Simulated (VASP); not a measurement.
# Si5Se (P-62m) in VASP: further runs

Si5Se is run at these levels: PBE; tasks: single point.

All numbers are computed with VASP 6.6.1; they aren't measurements. Logs are shortened: lines on timing, memory, paths and dates and some standing lists are left out, and cuts for length are marked.

## Step 1: The cell of the first run

The structure is hexagonal, space group P-62m (No. 189). The conventional cell has a = 4.778 Å, b = 4.778 Å, c = 6.029 Å, α = 90.00°, β = 90.00°, γ = 120.00°. Si (site symmetry m2m) has 2 Si at 1.58 Å within 2.1 Å. Within 2.1 Å of Si (site symmetry -6) lie 3 Si at 1.58 Å. Within 4.5 Å of Se (site symmetry -62m) lie 24 Si at 3.42 to 4.36 Å.

## Step 2: Single point, PBE

INCAR reads:

```
PREC = Accurate
ENCUT = 520
EDIFF = 1E-7
ISMEAR = 0
SIGMA = 0.1
LREAL = F
LASPH = T
NELM = 60
ALGO = Normal
ISIF = 2
LWAVE = F
LCHARG = T
GGA = PE
LELF = T
LVHAR = T
NBANDS = 22
```

KPOINTS reads:

```
regular mesh
0
Gamma
  6 6 4
```

POSCAR reads:

```
Si5Se
1.0
    4.7780597600      0.0000000000      0.0000000000
   -2.3890298800      4.1379211300      0.0000000000
    0.0000000000      0.0000000000      6.0293162300
Si Se
5 1
Direct
    0.3394410600      0.0000000000      0.0000000000
    0.0000000000      0.3394410600      0.0000000000
    0.6605589400      0.6605589400      0.0000000000
    0.3333333300      0.6666666700      0.0000000000
    0.6666666700      0.3333333300      0.0000000000
    0.0000000000      0.0000000000      0.5000000000
```

Potentials or basis: VASP PAW PBE potentials, release 64 (Si, Se).

Run with:

```sh
> cat potpaw_PBE.64/Si/POTCAR potpaw_PBE.64/Se/POTCAR > POTCAR
> mpirun -np 1 vasp_std > vasp.out
```

OUTCAR:

```text
PREC = Accurate
   ENCUT = 520
   EDIFF = 1E-7
   ISMEAR = 0
   LREAL = F
   LASPH = T
   NELM = 60
   ISIF = 2
   GGA = PE

 ion  position               nearest neighbor table
   1  0.339  0.000  0.000-   4 1.58   5 1.58   3 2.73   2 2.73   3 2.73   2 2.73   2 2.81   3 2.81

   2  0.000  0.339  0.000-   5 1.58   4 1.58   1 2.73   1 2.73   3 2.73   3 2.73   3 2.81   1 2.81

   3  0.661  0.661  0.000-   5 1.58   4 1.58   1 2.73   1 2.73   2 2.73   2 2.73   2 2.81   1 2.81

   4  0.333  0.667  0.000-   1 1.58   2 1.58   3 1.58   5 2.76   5 2.76   5 2.76
   5  0.667  0.333  0.000-   2 1.58   1 1.58   3 1.58   4 2.76   4 2.76   4 2.76
   6  0.000  0.000  0.500-

  LATTYP: Found a hexagonal cell.
 ALAT       =     4.7780597600
 C/A-ratio  =     1.2618754333

  Lattice vectors:

 A1 = (   4.7780597600,   0.0000000000,   0.0000000000)
 A2 = (  -2.3890298800,   4.1379211300,   0.0000000000)
 A3 = (   0.0000000000,   0.0000000000,   6.0293162300)

Analysis of symmetry for initial positions (statically):
=====================================================================
 Subroutine PRICEL returns:
 Original cell was already a primitive cell.

 Routine SETGRP: Setting up the symmetry group for a
 hexagonal supercell.

 Subroutine GETGRP returns: Found 12 space group operations
 (whereof 12 operations were pure point group operations)
 out of a pool of 24 trial point group operations.

The static configuration has the point symmetry D_3h.

Analysis of symmetry for dynamics (positions and initial velocities):
=====================================================================
 Subroutine PRICEL returns:
 Original cell was already a primitive cell.

 Routine SETGRP: Setting up the symmetry group for a
 hexagonal supercell.

 Subroutine GETGRP returns: Found 12 space group operations
 (whereof 12 operations were pure point group operations)
 out of a pool of 24 trial point group operations.

The dynamic configuration has the point symmetry D_3h.

 Subroutine INISYM returns: Found 12 space group operations
 (whereof 12 operations are pure point group operations),
 and found     1 'primitive' translations

----------------------------------------------------------------------------------------

                                     Primitive cell

[... 94 lines left out ...]
   EDIFF  = 0.1E-06   stopping-criterion for ELM
   LREAL  =      F    real-space projection
   EDIFFG = 0.1E-05   stopping-criterion for IOM
   NSW    =      0    number of steps for IOM
   IBRION =     -1    ionic relax: 0-MD 1-quasi-New 2-CG
   NFREE  =      0    steps in history (QN), initial steepest desc. (CG)
   ISIF   =      2    stress and relaxation
   ISYM   =      2    0-nonsym 1-usesym 2-fastsym
   POTIM  = 0.5000    time-step for ionic-motion
   TEBEG  =    0.0;   TEEND  =   0.0 temperature during run
   PSTRESS=    0.0 pullay stress
   NELECT =      26.0000    total number of electrons
   NUPDOWN=      -1.0000    fix difference up-down
   EMIN   =  10.00;   EMAX   =-10.00  energy-range for DOS
   EFERMI =   0.00;   METHOD = LEGACY
   ISMEAR =     0;   SIGMA  =   0.10  broadening in eV -4-tet -1-fermi 0-gaus
   EFERMI_NEDOS =   21; number of points for ismear=-14 and -15
   IALGO  =     38    algorithm
   IMIX   =      4    mixing-type and parameters
     AMIX     =   0.40;   BMIX     =  1.00
     AMIX_MAG =   1.60;   BMIX_MAG =  1.00
  volume/ion in A,a.u.               =      19.87       134.07
  Fermi-wavevector in a.u.,A,eV,Ry     =   0.985444  1.862219 13.212619  0.971100
  Thomas-Fermi vector in A             =   2.116752
   LORBIT       =      0    0 simple, 1 ext, 2 COOP (PROOUT), +10 PAW based schemes
   GGA     = PE    functional components
   LHFCALC =     F    Hartree Fock is set to
   AEXX    =    0.0000 exact exchange contribution
   IVDW    =     0    specifies the selected vdW correction
   LEPSILON=     F    determine dielectric tensor
   LRPA    =     F    only Hartree local field effects (RPA)
 non-spin polarized calculation
 Gauss-broadening in eV      SIGMA  =   0.10
  energy-cutoff  :      520.00
  volume of cell :      119.21
 maximum number of plane-waves:      3250
 NGX is ok and might be reduce to    36
   NGX = 17   NGY = 17   NGZ = 23

 number of electron      26.0000000 magnetization

 Free energy of the ion-electron system (eV)
  ---------------------------------------------------
  ext. energy  EPLUGINS =         0.00000000
  ---------------------------------------------------
  free energy    TOTEN  =        20.48405253 eV

  energy without entropy =       20.49802001  energy(sigma->0) =       20.49103627

 E-fermi :   4.5156     XC(G=0):  -8.9183

 val. band max:        4.4794910674   @ k =   0.5000  -0.0000   0.5000
 cond. band min:       4.5423139646   @ k =   0.5000  -0.0000   0.0000
 fundamental gap:      0.0628228972
 Fermi energy:         4.5155880335

 k-point     1 :       0.0000    0.0000    0.0000
  band No.  band energies     occupation
      1     -10.9897      2.00000
      2      -6.4946      2.00000
      3      -4.3929      2.00000
      4      -4.0023      2.00000
      5      -4.0023      2.00000
      6      -1.7190      2.00000
[... 514 lines left out ...]
     21       9.7346      0.00000
     22      10.3192      0.00000

------------------------ aborting loop because EDIFF is reached ----------------------------------------

  FORCE on cell =-STRESS in cart. coord.  units (eV):
  Direction    XX          YY          ZZ          XY          YZ          ZX
  --------------------------------------------------------------------------------------
  -------------------------------------------------------------------------------------
  Total      159.6455536    159.6455534     -6.2600491      0.0000000      0.0000000      0.0000000
  in kB     2145.6830037   2145.6830006    -84.1368930      0.0000000      0.0000000      0.0000000
  external PRESSURE =    1402.4097038 kB  Pullay stress =       0.0000000 kB

 VOLUME and BASIS-vectors are now :
 -----------------------------------------------------------------------------
  energy-cutoff  :      520.00
  volume of cell :      119.21
      direct lattice vectors                 reciprocal lattice vectors
     4.778059760  0.000000000  0.000000000     0.209289973  0.120833623  0.000000000
    -2.389029880  4.137921130  0.000000000     0.000000000  0.241667245  0.000000000
     0.000000000  0.000000000  6.029316230     0.000000000  0.000000000  0.165856286

 POSITION                                       TOTAL-FORCE (eV/Angst)
 -----------------------------------------------------------------------------------
      1.62187      0.00000      0.00000       -33.076556      0.000000     -0.000000
     -0.81093      1.40458      0.00000        16.538278    -28.645137      0.000000
      1.57810      2.73334      0.00000        16.538278     28.645137     -0.000000
     -0.00000      2.75861      0.00000         0.000000      0.000000     -0.000000
      2.38903      1.37931      0.00000         0.000000      0.000000     -0.000000
      0.00000      0.00000      3.01466         0.000000      0.000000     -0.000000
 -----------------------------------------------------------------------------------
    total drift:                                0.000000      0.000001     -0.000000

  FREE ENERGIE OF THE ION-ELECTRON SYSTEM (eV)
  ---------------------------------------------------
  free  energy   TOTEN  =        20.4840525311 eV

  energy  without entropy=       20.4980200131  energy(sigma->0) =       20.49103627
```

OSZICAR:

```text
N       E                     dE             d eps       ncg     rms          rms(c)
DAV:   1     0.147398599915E+03    0.14740E+03   -0.10733E+04   924   0.987E+02
DAV:   2     0.172930181777E+02   -0.13011E+03   -0.12455E+03  1210   0.180E+02
DAV:   3     0.809073736964E+01   -0.92023E+01   -0.88669E+01  1216   0.456E+01
[... 13 lines left out ...]
DAV:  17     0.204840510246E+02    0.39970E-04   -0.21261E-04  1232   0.426E-02    0.213E-02
DAV:  18     0.204840439324E+02   -0.70921E-05   -0.14147E-05  1122   0.159E-02    0.161E-02
DAV:  19     0.204840514619E+02    0.75295E-05   -0.19524E-05  1216   0.801E-03    0.779E-03
DAV:  20     0.204840524675E+02    0.10055E-05   -0.20341E-05  1172   0.107E-02    0.473E-03
DAV:  21     0.204840525311E+02    0.63646E-07   -0.94844E-07  1104   0.401E-03
   1 F= 0.20484053E+02 E0= 0.20491036E+02  d E =-.139675E-01
```

stdout:

```text
POSCAR found type information on POSCAR SiSe
 POSCAR found :  2 types and       6 ions
 scaLAPACK will be used
 LDA part: xc-table for (Slater+PW92), standard interpolation
 POSCAR, INCAR and KPOINTS ok, starting setup
 FFT: planning ... GRIDC
 FFT: planning ... GRID_SOFT
 FFT: planning ... GRID
 WAVECAR not read
 entering main loop
```

Wall time 32 s (1 thread of Intel Xeon 6975P-C (Granite Rapids), shared host); peak memory 0.25 GiB.

What came out:

```yaml
Free_energy: 20.4841 eV
Pressure: 140.2 GPa
Largest_force: 33.077 eV/Å
Band_gap_on_the_k_mesh: zero (band 13 reaches 4.62 eV, above the bottom of band 14 at 3.98 eV)
```

Forces on the atoms (eV/Å):
```
Si  -33.077   0.000   0.000
Si   16.538 -28.645   0.000
Si   16.538  28.645   0.000
Si    0.000   0.000   0.000
Si    0.000   0.000   0.000
Se    0.000   0.000   0.000
```

Caveat: forces of over 1 eV/Å act on the atoms, so gaps and moduli don't describe the material at rest.

## Step 3: Single point, PBE

This run uses another cell than the first one, of 23.33 Å³/atom, 1.174 times its volume.

INCAR reads:

```
SYSTEM = Si5Se
ALGO     = Normal         ! electronic algorithm
EDIFF    = 1E-7           ! SCF threshold, eV
ENCUT    = 520            ! plane-wave cutoff, eV
GGA      = PE             ! functional
ISIF     = 2              ! what is computed and relaxed
ISMEAR   = 0              ! smearing method
LASPH    = .TRUE.         ! aspherical terms in the spheres
LCHARG   = .FALSE.        ! write CHGCAR
LREAL    = .FALSE.        ! projectors in reciprocal space
LWAVE    = .FALSE.        ! write WAVECAR
NBANDS   = 22             ! bands
NELM     = 60             ! most SCF steps
PREC     = Accurate       ! precision mode
SIGMA    = 0.1            ! smearing width, eV
```

KPOINTS reads:

```
k-points
0
G
  6 6 4
  0 0 0
```

POSCAR reads:

```
Si5Se
1.0
    6.0962689174      0.0000000000      0.0000000000
   -3.0481344587      5.2795237507      0.0000000000
    0.0000000000      0.0000000000      4.3492630129
Si Se
5 1
Direct
    0.2540053460      0.0000000000      0.0000000000
    0.0000000000      0.2540053460      0.0000000000
    0.7459946540      0.7459946540      0.0000000000
    0.3333333333      0.6666666667      0.0000000000
    0.6666666667      0.3333333333      0.0000000000
    0.0000000000      0.0000000000      0.5000000000
```

Potentials or basis: VASP PAW PBE potentials, release 64 (Si, Se).

Run with:

```sh
> cat potpaw_PBE.64/Si/POTCAR potpaw_PBE.64/Se/POTCAR > POTCAR
> mpirun -np 1 vasp_std > vasp.out
```

OUTCAR:

```text
SYSTEM = Si5Se
   EDIFF = 1E-7
   ENCUT = 520
   GGA = PE
   ISIF = 2
   ISMEAR = 0
   LASPH = .TRUE.
   LREAL = .FALSE.
   NELM = 60
   PREC = Accurate

 ion  position               nearest neighbor table
   1  0.254  0.000  0.000-   4 2.31   5 2.31   6 2.67   6 2.67   2 2.68   3 2.68
   2  0.000  0.254  0.000-   5 2.31   4 2.31   6 2.67   6 2.67   3 2.68   1 2.68
   3  0.746  0.746  0.000-   5 2.31   4 2.31   6 2.67   6 2.67   2 2.68   1 2.68
   4  0.333  0.667  0.000-   1 2.31   2 2.31   3 2.31
   5  0.667  0.333  0.000-   2 2.31   1 2.31   3 2.31
   6  0.000  0.000  0.500-   2 2.67   3 2.67   2 2.67   3 2.67   1 2.67   1 2.67

  LATTYP: Found a hexagonal cell.
 ALAT       =     6.0962689174
 C/A-ratio  =     0.7134303082

  Lattice vectors:

 A1 = (   6.0962689174,   0.0000000000,   0.0000000000)
 A2 = (  -3.0481344587,   5.2795237507,   0.0000000000)
 A3 = (   0.0000000000,   0.0000000000,   4.3492630129)

Analysis of symmetry for initial positions (statically):
[... 179 lines left out ...]

 val. band max:        4.4653777833   @ k =   0.1667   0.1667   0.2500
 cond. band min:       4.5471258164   @ k =   0.1667   0.1667   0.0000
 fundamental gap:      0.0817480331
 Fermi energy:         4.4690610603

 k-point     1 :       0.0000    0.0000    0.0000
  band No.  band energies     occupation
      1     -10.2480      2.00000
      2      -5.8123      2.00000
      3      -3.2409      2.00000
      4      -3.2409      2.00000
      5      -2.5737      2.00000
      6      -1.1923      2.00000
[... 514 lines left out ...]
     21       8.4466      0.00000
     22       9.9590      0.00000

------------------------ aborting loop because EDIFF is reached ----------------------------------------

  FORCE on cell =-STRESS in cart. coord.  units (eV):
  Direction    XX          YY          ZZ          XY          YZ          ZX
  --------------------------------------------------------------------------------------
  -------------------------------------------------------------------------------------
  Total       -0.0456770     -0.0456770      0.0105735      0.0000000      0.0000000      0.0000000
  in kB       -0.5227981     -0.5227981      0.1210199      0.0000000      0.0000000      0.0000000
  external PRESSURE =      -0.3081921 kB  Pullay stress =       0.0000000 kB

 VOLUME and BASIS-vectors are now :
 -----------------------------------------------------------------------------
  energy-cutoff  :      520.00
  volume of cell :      139.98
      direct lattice vectors                 reciprocal lattice vectors
     6.096268917  0.000000000  0.000000000     0.164034759  0.094705512  0.000000000
    -3.048134459  5.279523751  0.000000000     0.000000000  0.189411024  0.000000000
     0.000000000  0.000000000  4.349263013     0.000000000  0.000000000  0.229924012

 POSITION                                       TOTAL-FORCE (eV/Angst)
 -----------------------------------------------------------------------------------
      1.54848      0.00000      0.00000         0.007229      0.000000     -0.000000
     -0.77424      1.34103      0.00000        -0.003615      0.006261      0.000000
      2.27389      3.93850      0.00000        -0.003615     -0.006261     -0.000000
     -0.00000      3.51968      0.00000         0.000000      0.000000      0.000000
      3.04813      1.75984      0.00000         0.000000      0.000000      0.000000
      0.00000      0.00000      2.17463         0.000000      0.000000      0.000000
 -----------------------------------------------------------------------------------
    total drift:                               -0.000000     -0.000000     -0.000000

  FREE ENERGIE OF THE ION-ELECTRON SYSTEM (eV)
  ---------------------------------------------------
  free  energy   TOTEN  =       -27.1636331690 eV

  energy  without entropy=      -27.1454371177  energy(sigma->0) =      -27.15453514
```

Run time: 29 s. Hardware: 1 thread of Intel Xeon 6975P-C (Granite Rapids), shared host; peak memory 0.26 GiB.

What came out:

```
Free energy            : -27.1636 eV
Pressure               : 0.0 GPa
Largest force          : 0.007 eV/Å
Band gap on the k mesh : zero (band 13 reaches 5.97 eV, above the bottom of band 14 at 3.96 eV)
```

Forces on the atoms (eV/Å):
```
Si   0.007  0.000  0.000
Si  -0.004  0.006  0.000
Si  -0.004 -0.006  0.000
Si   0.000  0.000  0.000
Si   0.000  0.000  0.000
Se   0.000  0.000  0.000
```

Caveat: the k points lie up to 0.36 Å⁻¹ apart.

(Part 1 of 2 ends here.)
